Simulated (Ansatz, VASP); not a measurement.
**Cr in VASP and in Ansatz**

Contents of POSCAR:

```
Cr
1.0
    2.3277888898      0.0000000000      0.0000000000
    0.0000000000      2.3277888898      0.0000000000
    0.0000000000      0.0000000000      2.3277888898
Cr
1
Direct
    0.0000000000      0.0000000000      0.0000000000
```

Contents of INCAR.step1:

```
SYSTEM = Cr
PREC = Accurate
ENCUT = 600
ISMEAR = 0
SIGMA = 0.1
LREAL = .FALSE.
LASPH = .TRUE.
NELM = 80
GGA = PE
ALGO = Normal
EDIFF = 1E-4
LWAVE = .TRUE.
LCHARG = .FALSE.
```

INCAR.step2

```
SYSTEM = Cr
PREC = Accurate
ENCUT = 600
EDIFF = 1E-7
ISMEAR = 0
SIGMA = 0.1
LREAL = .FALSE.
LASPH = .TRUE.
NELM = 80
ALGO = Normal
ISIF = 3
LWAVE = .FALSE.
LCHARG = .FALSE.
METAGGA = R2SCAN
LMIXTAU = .TRUE.
IBRION = 2
NSW = 100
EDIFFG = -0.01
ISTART = 1
```

The input KPOINTS:

```
Automatic mesh
0
G
  24 24 24
  0 0 0
```

Input for Ansatz:

```yaml
crystal:
  lattice:
    - [2.3277888898, 0.0, 0.0]
    - [0.0, 2.3277888898, 0.0]
    - [0.0, 0.0, 2.3277888898]
  atoms:
    - { symbol: Cr, position: [0.0, 0.0, 0.0] }
basis:
  ecutwfc: 500
kpoints:
  mp_grid: { grid: [24, 24, 24] }
hamiltonian:
  xc: r2scan
scf:
  occupations: { method: gaussian, width: 0.1 }
output:
  forces: true
  stress: true
  eigenvalues: true
relax:
  adjacent_minimum: "off"
  f_tol: 0.01
  max_steps: 80
  cell: { stress_tol: 0.05 }
```

Alike in both runs: task relaxation of cell and atoms; functional r2SCAN; k mesh 24 × 24 × 24; occupations gaussian, width 0.1 eV; no spin polarisation.

|  | VASP | Ansatz |
| --- | --- | --- |
| version | VASP 6.6.1 | Ansatz 0.2.0 |
| potentials or method | VASP PAW PBE potentials, release 64 (Cr_pv), cutoff 600 eV | scalar-relativistic, plane waves, PAW |
| valence electrons in the cell | 12 | 14 |

```tsv
	VASP	Ansatz	Ansatz less VASP
gap on the k mesh at the Fermi level, each at its own relaxed structure (eV)	none	none	-
relaxed volume (Å³/atom)	12.53	12.47	-0.052
relaxed length of the cell vector where the two differ most in proportion (Å)	2.322	2.319	-0.0032
```

VASP's potentials were made for PBE, not for r2SCAN. A gap of «none» marks a metal or a gap that the smearing closes. VASP's potentials hold 12 valence electrons a cell and Ansatz's 14, so a difference there can come from the potentials and not from the codes.
